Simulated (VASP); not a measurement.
Input of a VASP 6.6.1 run:

File INCAR:

```
SYSTEM = RbCl
PREC = Accurate ; ENCUT = 500
EDIFF = 1E-6 ; ISMEAR = 0
SIGMA = 0.05 ; LREAL = .FALSE.
LASPH = .TRUE. ; NELM = 120
ALGO = Normal ; ISIF = 2
LWAVE = .FALSE. ; LCHARG = .TRUE.
GGA = PE ; LELF = .TRUE.
LVHAR = .TRUE. ; NBANDS = 15
GGA_COMPAT = .FALSE.
```

The input KPOINTS:

```
Automatic mesh
0
G
  8 8 8
  0 0 0
```

POSCAR

```
RbCl
1.0
    0.0000000000      3.2740000000      3.2740000000
    3.2740000000      0.0000000000      3.2740000000
    3.2740000000      3.2740000000      0.0000000000
Rb Cl
1 1
Direct
    0.0000000000      0.0000000000      0.0000000000
    0.5000000000      0.5000000000      0.5000000000
```

Potentials or basis: VASP PAW PBE potentials, release 64 (Rb_sv, Cl).

The run is started by

```bash
$ cat potpaw_PBE.64/Rb_sv/POTCAR potpaw_PBE.64/Cl/POTCAR > POTCAR
$ mpirun -np 1 vasp_std > vasp.out
```

**Question.** Predict the band gap on the k mesh.

**Answer.** 5.05 eV.

**Question.** Estimate the pressure.

**Answer.** 1.2 GPa.

A k mesh can miss the band edges. As with any semilocal functional, this PBE gap is likely too small.
